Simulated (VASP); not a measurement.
Write the native input for VASP 6.6.1 that does the following.

```
Task                   : single point
Functional             : PBE
Potentials or basis    : VASP PAW PBE potentials, release 64 (C, O)
Cutoff                 : 520 eV
k mesh                 : 7 × 3 × 1
Occupations            : gaussian, width 0.1 eV
Spin                   : no spin polarisation
Dipole correction      : yes
Further INCAR settings : ALGO = Normal; EDIFF = 1e-06; NBANDS = 34
```

The structure of C10O lies in POSCAR:

```
C10O
1.0
    4.2718357708      0.0000000000      0.0000000000
   -2.1359178854      8.6110540238      0.0000000000
    0.0000000000      0.0000000000     20.2788010491
C O
10 1
Direct
    0.1564123854      0.9794914374      0.1972503202
    0.8230790520      0.9794914374      0.1972503202
    0.6461581040      0.9589828748      0.2574344482
    0.3128247708      0.9589828748      0.2574344482
    0.1338042908      0.9383829247      0.3175270418
    0.8045779619      0.9383827251      0.3175270445
    0.6222261577      0.9176688648      0.3778998052
    0.2954420376      0.9176688691      0.3778997289
    0.0947395260      0.8987957680      0.4329048751
    0.8040524743      0.8987950712      0.4329053295
    0.0947395260      1.1487957680      0.3269093859
```

The input as run:

INCAR

```
ALGO = Normal
DIPOL = 0.5 0.5 0.318
EDIFF = 1E-6
ENCUT = 520
GGA = PE
IDIPOL = 3
ISIF = 2
ISMEAR = 0
LASPH = T
LCHARG = F
LDIPOL = T
LREAL = F
LWAVE = F
NBANDS = 34
NELM = 80
PREC = Accurate
SIGMA = 0.1
```

KPOINTS

```
k-points
0
Gamma
  7 3 1
```

Potentials or basis: VASP PAW PBE potentials, release 64 (C, O).

Run with:

```bash
$ cat potpaw_PBE.64/C/POTCAR potpaw_PBE.64/O/POTCAR > POTCAR
$ mpirun -np 1 vasp_std > vasp.out
```

It gave:

```
Largest force          : 6.733 eV/Å
Band gap on the k mesh : zero (bands 23 and 24 overlap by 0.48 eV)
```

Wall time 13 min on 1 thread of Intel(R) Xeon(R) 6975P-C (Granite Rapids), with other jobs on the host, peak memory 0.8 GiB.
